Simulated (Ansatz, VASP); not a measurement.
# Two plane-wave programs on CuO

The input INCAR:

```
SYSTEM = CuO
AGGAC    = 0.0          
ALDAC    = 0.0          
ALGO     = Normal         ! electronic algorithm
EDIFF    = 1E-6           ! SCF threshold, eV
EDIFFG   = -0.01          ! ionic threshold
ENCUT    = 600            ! plane-wave cutoff, eV
GGA      = PE             ! functional
IBRION   = 2              ! ionic algorithm
ISIF     = 3              ! what is computed and relaxed
ISMEAR   = -1             ! smearing method
LASPH    = .True.         ! aspherical terms in the spheres
LCHARG   = .False.        ! write CHGCAR
LREAL    = .False.        ! projectors in reciprocal space
LWAVE    = .False.        ! write WAVECAR
NELM     = 60             ! most SCF steps
NSW      = 60             ! ionic steps
PREC     = Accurate       ! precision mode
SIGMA    = 0.05           ! smearing width, eV
```

KPOINTS

```
k-points
0
Gamma
  10 10 5
  0 0 0
```

The input POSCAR:

```
CuO
1.0
    2.3418500000     -1.7113000000      0.0000000000
    2.3418500000      1.7113000000      0.0000000000
   -0.8500274268      0.0000000000      5.0578693947
Cu O
2 2
Direct
    0.5000000000      0.0000000000      0.5000000000
    0.0000000000      0.5000000000      0.0000000000
    0.4184000000      0.5816000000      0.7500000000
    0.5816000000      0.4184000000      0.2500000000
```

Contents of input.yaml:

```yaml
crystal:
  lattice:
    - [2.34185, -1.7113, 0.0]
    - [2.34185, 1.7113, 0.0]
    - [-0.8500274268, 0.0, 5.0578693947]
  atoms:
    - { symbol: Cu, position: [0.5, 0.0, 0.5] }
    - { symbol: Cu, position: [0.0, 0.5, 0.0] }
    - { symbol: O, position: [0.4184, 0.5816, 0.75] }
    - { symbol: O, position: [0.5816, 0.4184, 0.25] }
hamiltonian:
  xc: { exchange: pbe, correlation: none }
  pseudopotentials: { kind: paw }
kpoints:
  mp_grid: { grid: [10, 10, 5] }
scf:
  occupations: { method: fermi_dirac, width: 0.05 }
output:
  forces: true
  stress: true
relax:
  f_tol: 0.01
  max_steps: 40
  cell: { stress_tol: 0.05 }
```

Alike in both runs: task relaxation of cell and atoms; functional PBE exchange alone; k mesh 10 × 10 × 5; occupations fermi-dirac, width 0.05 eV; no spin polarisation.

```csv
,VASP,Ansatz
version,VASP 6.6.1,Ansatz 0.2.0
potentials or method,"VASP PAW PBE potentials, release 64 (Cu, O)",Ansatz PAW
plane-wave cutoff (eV),600,420
valence electrons in the cell,34,50
```

```csv
,VASP,Ansatz,Ansatz less VASP
relaxed volume (Å³/atom),12.66,12.77,+0.109
relaxed length of the cell vector where the two differ most in proportion (Å),3.083,3.098,+0.0149
```

VASP's potentials were made for PBE, not for PBE exchange alone. VASP's potentials hold 34 valence electrons a cell and Ansatz's 50, so a difference there can come from the potentials and not from the codes.

Noted on VASP's run: the volume moved by over 15 % at a fixed basis, so the end points are rough. Noted on Ansatz's run: the volume moved by over 15 % at a fixed basis, so the end points are rough; the plane-wave basis is chosen anew once the cell has moved, so the energies of steps on either side of that aren't comparable.
